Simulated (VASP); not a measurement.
# NiO2 in VASP: single point with r2SCAN

Aim: the single point of NiO2 with r2SCAN.

Program: VASP 6.6.1. These are calculated values, not measurements. Logs are shortened: lines on timing, memory, paths and dates and some standing lists are left out, and cuts for length are marked.

### 1 The cell of the first run

The cell holds a slab with vacuum, 3 atoms: a = 2.811 Å, b = 2.811 Å, c = 29.766 Å, α = 90.00°, β = 90.00°, γ = 120.00°.

### 2 Single point, r2SCAN

File POSCAR:

```
NiO2
1.0
    2.8111734168      0.0000000000      0.0000000000
   -1.4055867084      2.4345350124      0.0000000000
    0.0000000000      0.0000000000     29.7663340235
O Ni
2 1
Direct
    0.9966341258      0.9932682517      0.4682328553
    0.6632971855      0.3265943710      0.5317671447
    0.3299656557      0.6599313113      0.5000000000
```

File INCAR.step1:

```
PREC = Accurate ; ENCUT = 520
ISMEAR = 0 ; SIGMA = 0.02
LREAL = False ; LASPH = True
NELM = 100 ; LDIPOL = True
IDIPOL = 3 ; DIPOL = 0.5 0.5 0.500
NBANDS = 18 ; GGA = PE
ALGO = Normal ; EDIFF = 1E-4
LWAVE = True ; LCHARG = False
```

File INCAR.step2:

```
PREC = Accurate ; ENCUT = 520
EDIFF = 1E-7 ; ISMEAR = 0
SIGMA = 0.02 ; LREAL = False
LASPH = True ; NELM = 100
ALGO = Normal ; ISIF = 2
LWAVE = False ; LCHARG = False
LDIPOL = True ; IDIPOL = 3
DIPOL = 0.5 0.5 0.500 ; METAGGA = R2SCAN
LMIXTAU = True ; NBANDS = 18
ISTART = 1
```

File KPOINTS:

```
Automatic mesh
0
Gamma
  12 12 1
```

Potentials or basis: VASP PAW PBE potentials, release 64 (O, Ni).

Command:

```sh
$ cat potpaw_PBE.64/O/POTCAR potpaw_PBE.64/Ni/POTCAR > POTCAR
$ cp INCAR.step1 INCAR
$ mpirun -np 1 vasp_std > vasp.out
$ cp INCAR.step2 INCAR
$ mpirun -np 1 vasp_std > vasp.out
```

OUTCAR:

```text
PREC = Accurate
   ENCUT = 520
   EDIFF = 1E-7
   ISMEAR = 0
   LREAL = False
   LASPH = True
   NELM = 100
   ISIF = 2
   METAGGA = R2SCAN
   ISTART = 1

 ion  position               nearest neighbor table
   1  0.997  0.993  0.468-   3 1.88   3 1.88   3 1.88
   2  0.663  0.327  0.532-   3 1.88   3 1.88   3 1.88
   3  0.330  0.660  0.500-   1 1.88   2 1.88   2 1.88   1 1.88   2 1.88   1 1.88

  LATTYP: Found a hexagonal cell.
 ALAT       =     2.8111734168
 C/A-ratio  =    10.5885797886

  Lattice vectors:

 A1 = (   2.8111734168,   0.0000000000,   0.0000000000)
 A2 = (  -1.4055867084,   2.4345350124,   0.0000000000)
 A3 = (   0.0000000000,   0.0000000000,  29.7663340235)

Analysis of symmetry for initial positions (statically):
=====================================================================
 Subroutine PRICEL returns:
 Original cell was already a primitive cell.

 Routine SETGRP: Setting up the symmetry group for a
 hexagonal supercell.

 Subroutine GETGRP returns: Found 12 space group operations
 (whereof  2 operations were pure point group operations)
 out of a pool of 24 trial point group operations.

The static configuration has the point symmetry C_1h.
 The point group associated with its full space group is D_3d.

Analysis of symmetry for dynamics (positions and initial velocities):
=====================================================================
 Subroutine PRICEL returns:
 Original cell was already a primitive cell.

 Routine SETGRP: Setting up the symmetry group for a
 hexagonal supercell.

 Subroutine GETGRP returns: Found 12 space group operations
 (whereof  2 operations were pure point group operations)
 out of a pool of 24 trial point group operations.

The dynamic configuration has the point symmetry C_1h.
 The point group associated with its full space group is D_3d.

 Subroutine INISYM returns: Found 12 space group operations
 (whereof  2 operations are pure point group operations),
 and found     1 'primitive' translations

----------------------------------------------------------------------------------------

                                     Primitive cell

  volume of cell :     203.7178

  direct lattice vectors                    reciprocal lattice vectors
     2.811173417  0.000000000  0.000000000     0.355723341  0.205378028  0.000000000
    -1.405586708  2.434535012  0.000000000     0.000000000  0.410756056  0.000000000
     0.000000000  0.000000000 29.766334024     0.000000000  0.000000000  0.033595000

  length of vectors
     2.811173417  2.811162521 29.766334024     0.410754464  0.410756056  0.033595000

  position of ions in fractional coordinates (direct lattice)
     0.996634126  0.993268252  0.468232855
     0.663297185  0.326594371  0.531767145
     0.329965656  0.659931311  0.500000000

  ion indices of the primitive-cell ions
   primitive index   ion index
                 1           1
                 2           2
                 3           3

----------------------------------------------------------------------------------------

 KPOINTS: Automatic mesh

Automatic generation of k-mesh.
 Grid dimensions read from file:
 generate k-points for:   12   12    1

 Generating k-lattice:

  Cartesian coordinates                     Fractional coordinates (reciprocal lattice)
     0.029643612  0.017114836  0.000000000     0.083333333 -0.000000000  0.000000000
     0.000000000  0.034229671  0.000000000     0.000000000  0.083333333  0.000000000
     0.000000000  0.000000000  0.033595000     0.000000000  0.000000000  1.000000000

  Length of vectors
     0.034229539  0.034229671  0.033595000

  Shift w.r.t. Gamma in fractional coordinates (k-lattice)
     0.000000000  0.000000000  0.000000000

 Subroutine IBZKPT returns following result:
 ===========================================

 Found     19 irreducible k-points:

 Following reciprocal coordinates:
            Coordinates               Weight
  0.000000  0.000000  0.000000      1.000000
  0.083333  0.000000  0.000000      6.000000
  0.166667  0.000000  0.000000      6.000000
  0.250000  0.000000  0.000000      6.000000
  0.333333  0.000000  0.000000      6.000000
  0.416667  0.000000  0.000000      6.000000
[... 11 lines left out ...]
  0.333333  0.250000  0.000000     12.000000
  0.333333  0.333333  0.000000      2.000000
   k-points           NKPTS =     19   k-points in BZ     NKDIM =     19   number of bands    NBANDS=     18
   number of dos      NEDOS =    301   number of ions     NIONS =      3
   total plane-waves  NPLWV = 129024
   dimension x,y,z NGX =    24 NGY =   24 NGZ =  224
   dimension x,y,z NGXF=    48 NGYF=   48 NGZF=  448
   ions per type =               2   1
   NGX,Y,Z   is equivalent  to a cutoff of  14.19, 14.19, 12.51 a.u.
   NGXF,Y,Z  is equivalent  to a cutoff of  28.39, 28.39, 25.02 a.u.
 SYSTEM =  unknown system
   PREC   = accura    normal or accurate (medium, high low for compatibility)
   ISTART =      1    job   : 0-new  1-cont  2-samecut
   ICHARG =      0    charge: 1-file 2-atom 10-const
   ISPIN  =      1    spin polarized calculation?
   LNONCOLLINEAR =      F non collinear calculations
   LSORBIT =      F    spin-orbit coupling
   LASPH  =      T    aspherical Exc in radial PAW
   ENCUT  =  520.0 eV  38.22 Ry    6.18 a.u.   5.23  5.23 55.35*2*pi/ulx,y,z
   NELM   =    100;   NELMIN=  2; NELMDL=  0     # of ELM steps
   EDIFF  = 0.1E-06   stopping-criterion for ELM
   LREAL  =      F    real-space projection
   EDIFFG = 0.1E-05   stopping-criterion for IOM
   NSW    =      0    number of steps for IOM
   IBRION =     -1    ionic relax: 0-MD 1-quasi-New 2-CG
   NFREE  =      0    steps in history (QN), initial steepest desc. (CG)
   ISIF   =      2    stress and relaxation
   ISYM   =      2    0-nonsym 1-usesym 2-fastsym
   POTIM  = 0.5000    time-step for ionic-motion
   TEBEG  =    0.0;   TEEND  =   0.0 temperature during run
   PSTRESS=    0.0 pullay stress
   NELECT =      22.0000    total number of electrons
   NUPDOWN=      -1.0000    fix difference up-down
   EMIN   =  10.00;   EMAX   =-10.00  energy-range for DOS
   EFERMI =   0.00;   METHOD = LEGACY
   ISMEAR =     0;   SIGMA  =   0.02  broadening in eV -4-tet -1-fermi 0-gaus
   EFERMI_NEDOS =   21; number of points for ismear=-14 and -15
   IALGO  =     38    algorithm
   IMIX   =      4    mixing-type and parameters
     AMIX     =   0.40;   BMIX     =  1.00
     AMIX_MAG =   1.60;   BMIX_MAG =  1.00
  volume/ion in A,a.u.               =      67.91       458.25
  Fermi-wavevector in a.u.,A,eV,Ry     =   0.779602  1.473233  8.269331  0.607779
  Thomas-Fermi vector in A             =   1.882740
   LORBIT       =      0    0 simple, 1 ext, 2 COOP (PROOUT), +10 PAW based schemes
   METAGGA = R2SCAN    functional components
   LHFCALC =     F    Hartree Fock is set to
   AEXX    =    0.0000 exact exchange contribution
   IVDW    =     0    specifies the selected vdW correction
   LEPSILON=     F    determine dielectric tensor
   LRPA    =     F    only Hartree local field effects (RPA)
 non-spin polarized calculation
 Gauss-broadening in eV      SIGMA  =   0.02
  energy-cutoff  :      520.00
  volume of cell :      203.72
 maximum number of plane-waves:      5524
 NGX is ok and might be reduce to    24
   NGX = 11   NGY = 11   NGZ =111

 number of electron      21.9999987 magnetization

 dipolmoment           0.000000      0.000000      0.000000 electrons x Angstroem

 Free energy of the ion-electron system (eV)
  ---------------------------------------------------
  ext. energy  EPLUGINS =         0.00000000
  ---------------------------------------------------
  free energy    TOTEN  =       -26.41872253 eV

  energy without entropy =      -26.41872253  energy(sigma->0) =      -26.41872253

 E-fermi :  -7.0499     XC(G=0):  -1.9278

 val. band max:       -7.1932782224   @ k =   0.0833   0.0833   0.0000
 cond. band min:      -5.4757162575   @ k =   0.2500   0.0000   0.0000
 fundamental gap:      1.7175619649
 Fermi energy:        -7.0498803206

 k-point     1 :       0.0000    0.0000    0.0000
  band No.  band energies     occupation
      1     -27.1890      2.00000
      2     -24.9601      2.00000
      3     -12.3025      2.00000
      4     -12.2642      2.00000
      5     -12.2641      2.00000
      6      -9.2481      2.00000
[... 10 lines left out ...]
     17       2.1520      0.00000
     18       2.3166      0.00000

 k-point     2 :       0.0833    0.0000    0.0000
  band No.  band energies     occupation
      1     -27.1017      2.00000
      2     -24.9634      2.00000
      3     -12.3237      2.00000
      4     -12.2079      2.00000
      5     -12.2026      2.00000
      6      -9.4426      2.00000
[... 10 lines left out ...]
     17       2.3253      0.00000
     18       2.5137      0.00000

 k-point     3 :       0.1667    0.0000    0.0000
  band No.  band energies     occupation
      1     -26.8528      2.00000
      2     -24.9758      2.00000
      3     -12.4442      2.00000
      4     -12.0319      2.00000
      5     -11.9450      2.00000
      6     -10.0632      2.00000
[... 10 lines left out ...]
     17       2.8404      0.00000
     18       3.0873      0.00000

 k-point     4 :       0.2500    0.0000    0.0000
  band No.  band energies     occupation
      1     -26.4837      2.00000
      2     -25.0045      2.00000
      3     -12.5543      2.00000
      4     -11.8027      2.00000
      5     -11.6386      2.00000
      6     -10.8037      2.00000
[... 270 lines left out ...]
      4     -12.3946      2.00000
      5     -11.2731      2.00000
      6     -10.5476      2.00000
[... 10 lines left out ...]
     17       6.7643      0.00000
     18       7.1367      0.00000

 k-point    18 :       0.3333    0.2500    0.0000
  band No.  band energies     occupation
      1     -25.3718      2.00000
      2     -25.2001      2.00000
      3     -12.6346      2.00000
      4     -12.2972      2.00000
      5     -11.3758      2.00000
      6     -10.3848      2.00000
[... 10 lines left out ...]
     17       8.4631      0.00000
     18       8.5947      0.00000

 k-point    19 :       0.3333    0.3333    0.0000
  band No.  band energies     occupation
      1     -25.2569      2.00000
      2     -25.2568      2.00000
      3     -12.3699      2.00000
      4     -12.3698      2.00000
      5     -11.7503      2.00000
      6     -10.1921      2.00000
[... 10 lines left out ...]
     17       9.0480      0.00000
     18       9.5222      0.00000

------------------------ aborting loop because EDIFF is reached ----------------------------------------

 vacuum level on the upper side and lower side of the slab       (xc-potential included)        -0.002        -0.002

  FORCE on cell =-STRESS in cart. coord.  units (eV):
  Direction    XX          YY          ZZ          XY          YZ          ZX
  --------------------------------------------------------------------------------------
  -------------------------------------------------------------------------------------
  Total       -1.3122251     -1.3122116     -0.6142378      0.0000000     -0.0000000      0.0000000
  in kB      -10.3202429    -10.3201362     -4.8307892      0.0000000     -0.0000000      0.0000000
  external PRESSURE =      -8.4903894 kB  Pullay stress =       0.0000000 kB

 VOLUME and BASIS-vectors are now :
 -----------------------------------------------------------------------------
  energy-cutoff  :      520.00
  volume of cell :      203.72
      direct lattice vectors                 reciprocal lattice vectors
     2.811173417  0.000000000  0.000000000     0.355723341  0.205378028  0.000000000
    -1.405586708  2.434535012  0.000000000     0.000000000  0.410756056  0.000000000
     0.000000000  0.000000000 29.766334024     0.000000000  0.000000000  0.033595000

 POSITION                                       TOTAL-FORCE (eV/Angst)
 -----------------------------------------------------------------------------------
      1.40559      2.41815     13.93758         0.000000      0.000000      0.301565
      1.40559      0.79511     15.82876        -0.000000     -0.000000     -0.301565
      0.00000      1.60663     14.88317         0.000000      0.000000      0.000000
 -----------------------------------------------------------------------------------
    total drift:                                0.000000      0.000658      0.000074

  FREE ENERGIE OF THE ION-ELECTRON SYSTEM (eV)
  ---------------------------------------------------
  free  energy   TOTEN  =       -26.4187225297 eV

  energy  without entropy=      -26.4187225297  energy(sigma->0) =      -26.41872253

 vacuum level on the upper side and lower side of the slab         1.643         1.643
```

It took 15 min on 1 thread of AMD EPYC 7R43 (Zen 3), shared host; peak memory 0.37 GiB.

Results:

```yaml
Free_energy: -26.4187 eV
Largest_force: 0.302 eV/Å
Band_gap_on_the_k_mesh: 1.72 eV (least direct gap 1.92 eV)
```

Forces in eV/Å, atoms in the order of the input:
```
O    0.000  0.000  0.302
O    0.000  0.000 -0.302
Ni   0.000  0.000  0.000
```

Levels at points of the mesh, in eV from the valence-band top:
```tsv
k point	band 9	band 10	band 11	band 12	band 13	band 14
(0.00, 0.00, 0.00)	-0.59	-0.59	-0.11	2.84	2.84	8.50
(0.50, 0.00, 0.00)	-1.55	-1.35	-0.93	2.15	2.74	13.59
```

Caveat: the PAW data sets were made with another functional, which shifts forces and pressure a little.
